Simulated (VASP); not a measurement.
# Hf8CN6 (a cell with a defect) in VASP: notebook

The runs below take Hf8CN6 (a cell with a defect) through single point, with PBE.

Everything below comes from runs of VASP 6.6.1. Logs are shortened: lines on timing, memory, paths and dates and some standing lists are left out, and cuts for length are marked.

**1. The cell of the first run**

The cell holds a defect, 15 atoms: a = 6.268 Å, b = 5.428 Å, c = 5.417 Å, α = 90.00°, β = 90.00°, γ = 90.00°.

**2. Single point, PBE**

Input file INCAR:

```
SYSTEM = Hf8CN6
PREC = Accurate ; ENCUT = 520
EDIFF = 1E-6 ; ISMEAR = 0
SIGMA = 0.02 ; LREAL = Auto
LASPH = .TRUE. ; NELM = 60
ALGO = Normal ; ISIF = 2
LWAVE = .FALSE. ; LCHARG = .FALSE.
GGA = PE ; NBANDS = 70
```

Input file KPOINTS:

```
Automatic mesh
0
G
  2 2 2
  0 0 0
```

Input file POSCAR:

```
Hf8CN6
1.0
   -3.1339080000     -5.4280880000      0.0000000000
    4.7008620000     -2.7140440000      0.0000000000
    0.0000000000      0.0000000000      5.4167680000
Hf N C
8 6 1
Direct
    0.4991518951      0.6591471448      0.7565199007
    0.4991668198      0.3439824297      0.2384256069
    0.2447683880      0.1717276067      0.7577863194
    0.2435446872      0.8285061703      0.2382832518
   -0.0008302899      0.6720880563      0.7451915123
   -0.0008496707      0.3313761679      0.2513787431
    0.7535376074      0.1716698296      0.7577919354
    0.7547519281      0.8284975257      0.2382647408
    0.7531556678      0.4992069407     -0.0018197743
    0.7505314861      0.4981551089      0.4974681050
    0.2451565589      0.4991832938     -0.0017907743
    0.2477068804      0.4981415003      0.4974783178
   -0.0008277848      0.0006271559     -0.0017310053
   -0.0008955725      0.0004749629      0.4973740107
    0.4991354991      0.0005026065     -0.0011439900
```

Potentials or basis: VASP PAW PBE potentials, release 64 (Hf_pv, N, C).

Run with:

```
> cat potpaw_PBE.64/Hf_pv/POTCAR potpaw_PBE.64/N/POTCAR potpaw_PBE.64/C/POTCAR > POTCAR
> mpirun -np 1 vasp_std > vasp.out
```

OUTCAR:

```text
SYSTEM = Hf8CN6
   PREC = Accurate
   ENCUT = 520
   EDIFF = 1E-6
   ISMEAR = 0
   LREAL = Auto
   LASPH = .TRUE.
   NELM = 60
   ISIF = 2
   GGA = PE

 ion  position               nearest neighbor table
   1  0.499  0.659  0.757-   9 2.24  11 2.24  15 2.27  10 2.28  12 2.28   3 3.09   7 3.09   2 3.12
                             5 3.14   5 3.14   8 3.20   4 3.20   7 3.21   3 3.21   2 3.29   4 3.36
   2  0.499  0.344  0.238-  11 2.22   9 2.22  10 2.27  12 2.27  15 2.27   8 3.08   4 3.08   1 3.12
                             6 3.14   6 3.14   7 3.19   3 3.19   8 3.22   4 3.22   1 3.29   3 3.37
   3  0.245  0.172  0.758-  11 2.20  13 2.22  15 2.26  12 2.26  14 2.29   7 3.08   1 3.09   5 3.12
                             5 3.12   7 3.19   2 3.19   4 3.20   6 3.20   1 3.21   6 3.26   2 3.37
   4  0.244  0.829  0.238-  11 2.21  13 2.22  15 2.26  12 2.28  14 2.28   8 3.06   2 3.08   6 3.10
                             6 3.13   5 3.19   1 3.20   3 3.20   8 3.20   2 3.22   5 3.26   1 3.36
   5  0.999  0.672  0.745-  14 2.23  13 2.25  12 2.26  10 2.26   9 2.27  11 2.27   7 3.12   3 3.12
                             3 3.12   7 3.12   1 3.14   1 3.14   4 3.19   8 3.19   6 3.25   4 3.26
   6  0.999  0.331  0.251-  14 2.24  12 2.24  10 2.24  11 2.26   9 2.26  13 2.26   8 3.10   4 3.10
                             4 3.13   8 3.13   2 3.14   2 3.14   3 3.20   7 3.20   5 3.25   3 3.26
   7  0.754  0.172  0.758-   9 2.20  13 2.22  15 2.26  10 2.26  14 2.29   3 3.08   1 3.09   5 3.12
                             5 3.12   3 3.19   2 3.19   8 3.20   6 3.20   1 3.21   6 3.26   2 3.37
   8  0.755  0.828  0.238-   9 2.21  13 2.22  15 2.26  14 2.28  10 2.28   4 3.06   2 3.08   6 3.10
                             6 3.13   5 3.19   1 3.20   7 3.20   4 3.20   2 3.22   5 3.26   1 3.36
   9  0.753  0.499  0.998-   7 2.20   8 2.21   2 2.22   1 2.24   6 2.26   5 2.27
  10  0.751  0.498  0.497-   6 2.24   5 2.26   7 2.26   2 2.27   8 2.28   1 2.28
  11  0.245  0.499  0.998-   3 2.20   4 2.21   2 2.22   1 2.24   6 2.26   5 2.27
  12  0.248  0.498  0.497-   6 2.24   5 2.26   3 2.26   2 2.27   4 2.28   1 2.28
  13  0.999  0.001  0.998-   4 2.22   8 2.22   3 2.22   7 2.22   5 2.25   6 2.26
  14  0.999  0.000  0.497-   5 2.23   6 2.24   8 2.28   4 2.28   7 2.29   3 2.29
  15  0.499  0.001  0.999-   3 2.26   7 2.26   4 2.26   8 2.26   1 2.27   2 2.27

  LATTYP: Found a simple orthorhombic cell.
 ALAT       =     5.4167680000
 B/A-ratio  =     1.0020897908
 C/A-ratio  =     1.1571136334

  Lattice vectors:

 A1 = (   0.0000000000,   0.0000000000,  -5.4167680000)
 A2 = (   4.7008620000,  -2.7140440000,   0.0000000000)
 A3 = (  -3.1339080000,  -5.4280880000,   0.0000000000)

Analysis of symmetry for initial positions (statically):
=====================================================================
 Subroutine PRICEL returns:
 Original cell was already a primitive cell.

 Routine SETGRP: Setting up the symmetry group for a
 simple orthorhombic supercell.

 Subroutine GETGRP returns: Found  1 space group operations
 (whereof  1 operations were pure point group operations)
 out of a pool of  8 trial point group operations.

The static configuration has the point symmetry C_1 .

Analysis of symmetry for dynamics (positions and initial velocities):
=====================================================================
 Subroutine PRICEL returns:
 Original cell was already a primitive cell.

 Routine SETGRP: Setting up the symmetry group for a
 simple orthorhombic supercell.

 Subroutine GETGRP returns: Found  1 space group operations
 (whereof  1 operations were pure point group operations)
 out of a pool of  8 trial point group operations.

The dynamic configuration has the point symmetry C_1 .

 Subroutine INISYM returns: Found  1 space group operations
 (whereof  1 operations are pure point group operations),
 and found     1 'primitive' translations

----------------------------------------------------------------------------------------

                                     Primitive cell

  volume of cell :     184.2907

  direct lattice vectors                    reciprocal lattice vectors
    -3.133908000 -5.428088000  0.000000000    -0.079772603 -0.138170199  0.000000000
     4.700862000 -2.714044000  0.000000000     0.159545207 -0.092113466  0.000000000
     0.000000000  0.000000000  5.416768000     0.000000000  0.000000000  0.184611931

  length of vectors
     6.267816102  5.428087912  5.416768000     0.159545204  0.184226935  0.184611931

  position of ions in fractional coordinates (direct lattice)
     0.499151895  0.659147145  0.756519901
[... 55 lines left out ...]
 ===========================================

 Found      8 irreducible k-points:

 Following reciprocal coordinates:
            Coordinates               Weight
  0.000000  0.000000  0.000000      1.000000
  0.500000 -0.000000  0.000000      1.000000
  0.000000  0.500000  0.000000      1.000000
  0.500000  0.500000  0.000000      1.000000
  0.000000  0.000000  0.500000      1.000000
  0.500000 -0.000000  0.500000      1.000000
  0.000000  0.500000  0.500000      1.000000
  0.500000  0.500000  0.500000      1.000000
   k-points           NKPTS =      8   k-points in BZ     NKDIM =      8   number of bands    NBANDS=     70
   number of dos      NEDOS =    301   number of ions     NIONS =     15
   total plane-waves  NPLWV =  76800
   dimension x,y,z NGX =    48 NGY =   40 NGZ =   40
   dimension x,y,z NGXF=    96 NGYF=   80 NGZF=   80
   ions per type =               8   6   1
   NGX,Y,Z   is equivalent  to a cutoff of  12.73, 12.25, 12.28 a.u.
   NGXF,Y,Z  is equivalent  to a cutoff of  25.46, 24.50, 24.55 a.u.
 SYSTEM =  Hf8CN6
   PREC   = accura    normal or accurate (medium, high low for compatibility)
   ISTART =      0    job   : 0-new  1-cont  2-samecut
   ICHARG =      2    charge: 1-file 2-atom 10-const
   ISPIN  =      1    spin polarized calculation?
   LNONCOLLINEAR =      F non collinear calculations
   LSORBIT =      F    spin-orbit coupling
   LASPH  =      T    aspherical Exc in radial PAW
   ENCUT  =  520.0 eV  38.22 Ry    6.18 a.u.  11.65 10.09 10.07*2*pi/ulx,y,z
   NELM   =     60;   NELMIN=  2; NELMDL= -5     # of ELM steps
   EDIFF  = 0.1E-05   stopping-criterion for ELM
   LREAL  =      T    real-space projection
   EDIFFG = 0.1E-04   stopping-criterion for IOM
   NSW    =      0    number of steps for IOM
   IBRION =     -1    ionic relax: 0-MD 1-quasi-New 2-CG
   NFREE  =      0    steps in history (QN), initial steepest desc. (CG)
   ISIF   =      2    stress and relaxation
   ISYM   =      2    0-nonsym 1-usesym 2-fastsym
   POTIM  = 0.5000    time-step for ionic-motion
   TEBEG  =    0.0;   TEEND  =   0.0 temperature during run
   PSTRESS=    0.0 pullay stress
   NELECT =     114.0000    total number of electrons
   NUPDOWN=      -1.0000    fix difference up-down
   EMIN   =  10.00;   EMAX   =-10.00  energy-range for DOS
   EFERMI =   0.00;   METHOD = LEGACY
   ISMEAR =     0;   SIGMA  =   0.02  broadening in eV -4-tet -1-fermi 0-gaus
   EFERMI_NEDOS =   21; number of points for ismear=-14 and -15
   IALGO  =     38    algorithm
   IMIX   =      4    mixing-type and parameters
     AMIX     =   0.40;   BMIX     =  1.00
     AMIX_MAG =   1.60;   BMIX_MAG =  1.00
  volume/ion in A,a.u.               =      12.29        82.91
  Fermi-wavevector in a.u.,A,eV,Ry     =   1.394897  2.635972 26.473350  1.945736
  Thomas-Fermi vector in A             =   2.518401
   LORBIT       =      0    0 simple, 1 ext, 2 COOP (PROOUT), +10 PAW based schemes
   GGA     = PE    functional components
   LHFCALC =     F    Hartree Fock is set to
   AEXX    =    0.0000 exact exchange contribution
   IVDW    =     0    specifies the selected vdW correction
   LEPSILON=     F    determine dielectric tensor
   LRPA    =     F    only Hartree local field effects (RPA)
 non-spin polarized calculation
 Gauss-broadening in eV      SIGMA  =   0.02
  energy-cutoff  :      520.00
  volume of cell :      184.29
 maximum number of plane-waves:      5027
 NGX is ok and might be reduce to    48
   NGX = 23   NGY = 21   NGZ = 21

 number of electron     113.9999998 magnetization

 Free energy of the ion-electron system (eV)
  ---------------------------------------------------
  ext. energy  EPLUGINS =         0.00000000
  ---------------------------------------------------
  free energy    TOTEN  =      -161.08895405 eV

  energy without entropy =     -161.08891546  energy(sigma->0) =     -161.08893476

 E-fermi :   7.3987     XC(G=0): -12.5305

 val. band max:        7.3543924716   @ k =   0.0000   0.5000   0.5000
 cond. band min:       7.4402569960   @ k =   0.0000   0.5000   0.5000
 fundamental gap:      0.0858645244
 Fermi energy:         7.3986809069

 k-point     1 :       0.0000    0.0000    0.0000
  band No.  band energies     occupation
      1     -24.1114      2.00000
      2     -24.0752      2.00000
      3     -24.0089      2.00000
      4     -23.8610      2.00000
      5     -23.8377      2.00000
      6     -23.6956      2.00000
[... 565 lines left out ...]
     68      11.1597      0.00000
     69      11.4510      0.00000
 [bands above 69 left out]

------------------------ aborting loop because EDIFF is reached ----------------------------------------

  FORCE on cell =-STRESS in cart. coord.  units (eV):
  Direction    XX          YY          ZZ          XY          YZ          ZX
  --------------------------------------------------------------------------------------
  -------------------------------------------------------------------------------------
  Total        7.6300516      8.6600349      7.4404515      0.8932748      0.1597202     -0.2794069
  in kB       66.3337737     75.2881925     64.6854377      7.7659095      1.3885673     -2.4290939
  external PRESSURE =      68.7691347 kB  Pullay stress =       0.0000000 kB

 VOLUME and BASIS-vectors are now :
 -----------------------------------------------------------------------------
  energy-cutoff  :      520.00
  volume of cell :      184.29
      direct lattice vectors                 reciprocal lattice vectors
    -3.133908000 -5.428088000  0.000000000    -0.079772603 -0.138170199  0.000000000
     4.700862000 -2.714044000  0.000000000     0.159545207 -0.092113466  0.000000000
     0.000000000  0.000000000  5.416768000     0.000000000  0.000000000  0.184611931

 POSITION                                       TOTAL-FORCE (eV/Angst)
 -----------------------------------------------------------------------------------
      1.53426     -4.49839      4.09789        -0.064107      0.038190      0.041954
      0.05267     -3.64310      1.29150         0.079419     -0.041802     -0.026916
      0.04019     -1.79470      4.10475         0.073104      0.040680      0.028115
      3.13145     -3.57058      1.29073        -0.003993      0.088107     -0.022750
      0.02809     -7.24766      4.03653        -0.006660      0.005788      0.024876
     -1.57349     -6.32285      1.36166         0.003510     -0.001856     -0.028911
     -1.55452     -4.55619      4.10478         0.008027     -0.085718      0.029822
      1.52933     -6.34544      1.29062        -0.077837     -0.040873     -0.023075
     -0.01362     -5.44306      5.40691         0.000715      0.004872      0.000974
     -0.01034     -5.42597      2.69467        -0.007292     -0.013326     -0.000084
      1.57829     -2.68554      5.40707         0.000118     -0.004492     -0.000652
      1.56540     -2.69655      2.69472         0.006389      0.008066     -0.000535
     -3.12837     -5.42530      5.40739         0.001891      0.001201     -0.004293
     -3.12887     -5.42452      2.69416         0.000663     -0.003220      0.002092
     -1.56188     -2.71072      5.41057        -0.013948      0.004383     -0.020617
 -----------------------------------------------------------------------------------
    total drift:                               -0.000957     -0.001953     -0.000204

  FREE ENERGIE OF THE ION-ELECTRON SYSTEM (eV)
  ---------------------------------------------------
  free  energy   TOTEN  =      -161.0889540516 eV

  energy  without entropy=     -161.0889154633  energy(sigma->0) =     -161.08893476
```

It took 1.8 min on 1 thread of AMD EPYC 9R45 (Zen 5), shared host; peak memory 0.27 GiB.

What came out:

```
Free energy            : -161.0890 eV
Pressure               : 6.9 GPa
Largest force          : 0.094 eV/Å
Band gap on the k mesh : zero (bands 57 and 58 overlap by 0.53 eV)
```

Forces in eV/Å, atoms in the order of the input:
```
Hf  -0.064  0.038  0.042
Hf   0.079 -0.042 -0.027
Hf   0.073  0.041  0.028
Hf  -0.004  0.088 -0.023
Hf  -0.007  0.006  0.025
Hf   0.004 -0.002 -0.029
Hf   0.008 -0.086  0.030
Hf  -0.078 -0.041 -0.023
N    0.001  0.005  0.001
N   -0.007 -0.013  0.000
N    0.000 -0.004 -0.001
N    0.006  0.008 -0.001
N    0.002  0.001 -0.004
N    0.001 -0.003  0.002
C   -0.014  0.004 -0.021
```

Caveat: the k points lie up to 0.58 Å⁻¹ apart, too coarse for converged energies and pressures of a metal; spin-orbit coupling is left out, which moves the levels of the heavy elements.

**3. Single point, PBE**

Input file INCAR:

```
ALGO = Normal
EDIFF = 1E-6
ENCUT = 520
GGA = PE
ISIF = 2
ISMEAR = 0
LASPH = True
LCHARG = False
LREAL = Auto
LWAVE = False
NBANDS = 70
NELM = 80
PREC = Accurate
SIGMA = 0.02
```

Input file KPOINTS:

```
k-points
0
Gamma
  2 2 2
```

Input file POSCAR:

```
Hf8CN6
1.0
   -3.1339080510     -5.4280879706      0.0000000000
    4.7008620255     -2.7140439558      0.0000000000
    0.0000000000      0.0000000000      5.4167680000
Hf N C
8 6 1
Direct
    0.5000000000      0.6572938168      0.7403600784
    0.5000000000      0.3427061832      0.2596399216
    0.2450927468      0.1713277611      0.7405993340
    0.2450927468      0.8286722389      0.2594006660
    0.0000000000      0.6703433711      0.7522746927
    0.0000000000      0.3296566289      0.2477253073
    0.7549072532      0.1713277611      0.7405993340
    0.7549072532      0.8286722389      0.2594006660
    0.7515342345      0.5000000000      0.0000000000
    0.7538243801      0.5000000000      0.5000000000
    0.2484657655      0.5000000000      0.0000000000
    0.2461756199      0.5000000000      0.5000000000
    0.0000000000      0.0000000000      0.0000000000
    0.0000000000      0.0000000000      0.5000000000
    0.5000000000      0.0000000000     -0.5000000000
```

Potentials or basis: VASP PAW PBE potentials, release 64 (Hf_pv, N, C).

Run with:

```
> cat potpaw_PBE.64/Hf_pv/POTCAR potpaw_PBE.64/N/POTCAR potpaw_PBE.64/C/POTCAR > POTCAR
> mpirun -np 1 vasp_std > vasp.out
```

OUTCAR:

```text
EDIFF = 1E-6
   ENCUT = 520
   GGA = PE
   ISIF = 2
   ISMEAR = 0
   LASPH = True
   LREAL = Auto
   NELM = 80
   PREC = Accurate

 ion  position               nearest neighbor table
   1  0.500  0.657  0.740-  12 2.23  10 2.23  15 2.27  11 2.28   9 2.28   3 3.08   7 3.08   2 3.11
                             5 3.14   5 3.14   8 3.19   4 3.19   7 3.22   3 3.22   2 3.29   8 3.36
   2  0.500  0.343  0.260-  10 2.23  12 2.23  15 2.27   9 2.28  11 2.28   8 3.08   4 3.08   1 3.11
                             6 3.14   6 3.14   3 3.19   7 3.19   4 3.22   8 3.22   1 3.29   3 3.36
[... 813 lines left out ...]
      direct lattice vectors                 reciprocal lattice vectors
    -3.133908051 -5.428087971  0.000000000    -0.079772602 -0.138170200  0.000000000
     4.700862026 -2.714043956  0.000000000     0.159545206 -0.092113468  0.000000000
     0.000000000  0.000000000  5.416768000     0.000000000  0.000000000  0.184611931

 POSITION                                       TOTAL-FORCE (eV/Angst)
 -----------------------------------------------------------------------------------
      1.52289     -4.49797      4.01036        -0.054940      0.031720     -0.043270
      0.04406     -3.64416      1.40641         0.054940     -0.031720      0.043270
      0.03729     -1.79538      4.01165         0.097516      0.034410     -0.040147
      3.12738     -3.57944      1.40511        -0.018958      0.101656      0.040147
      3.15119     -1.81934      4.07490        -0.021577      0.012458     -0.041471
      1.54967     -0.89470      1.34187         0.021577     -0.012458      0.041471
     -1.56042     -4.56269      4.01165         0.018958     -0.101656     -0.040147
      1.52966     -6.34676      1.40511        -0.097516     -0.034410      0.040147
     -0.00481     -5.43642      0.00000        -0.008031     -0.013910     -0.000000
     -0.01199     -5.44885      2.70838        -0.003940     -0.006824      0.000000
      1.57176     -2.70572      0.00000         0.008031      0.013910      0.000000
      1.57894     -2.69328      2.70838         0.003940      0.006824      0.000000
      0.00000      0.00000      0.00000        -0.000000     -0.000000      0.000000
      0.00000      0.00000      2.70838        -0.000000     -0.000000      0.000000
     -1.56695     -2.71404      2.70838        -0.000000     -0.000000      0.000000
 -----------------------------------------------------------------------------------
    total drift:                                0.000000     -0.000000      0.000000

  FREE ENERGIE OF THE ION-ELECTRON SYSTEM (eV)
  ---------------------------------------------------
  free  energy   TOTEN  =      -161.0885411106 eV

  energy  without entropy=     -161.0883539126  energy(sigma->0) =     -161.08844751
```

stdout:

```text
POSCAR found type information on POSCAR HfN C
 POSCAR found :  3 types and      15 ions
 scaLAPACK will be used
 LDA part: xc-table for (Slater+PW92), standard interpolation
 POSCAR, INCAR and KPOINTS ok, starting setup
 FFT: planning ... GRIDC
 FFT: planning ... GRID_SOFT
 FFT: planning ... GRID
 WAVECAR not read
 entering main loop
```

It took 96 s on 1 thread of AMD EPYC 9R45 (Zen 5), shared host; peak memory 0.27 GiB.

Results:

- Free energy: -161.0885 eV
- Pressure: 6.9 GPa
- Largest force: 0.111 eV/Å
- Band gap on the k mesh: zero (bands 57 and 58 overlap by 0.55 eV)

Forces on the atoms (eV/Å):
```
Hf  -0.055  0.032 -0.043
Hf   0.055 -0.032  0.043
Hf   0.098  0.034 -0.040
Hf  -0.019  0.102  0.040
Hf  -0.022  0.012 -0.041
Hf   0.022 -0.012  0.041
Hf   0.019 -0.102 -0.040
Hf  -0.098 -0.034  0.040
N   -0.008 -0.014  0.000
N   -0.004 -0.007  0.000
N    0.008  0.014  0.000
N    0.004  0.007  0.000
N    0.000  0.000  0.000
N    0.000  0.000  0.000
C    0.000  0.000  0.000
```

Caveat: the k points lie up to 0.58 Å⁻¹ apart, too coarse for converged energies and pressures of a metal; spin-orbit coupling is left out, which moves the levels of the heavy elements.

The gap in the log of VASP goes by the Fermi energy; the results here count the filled bands.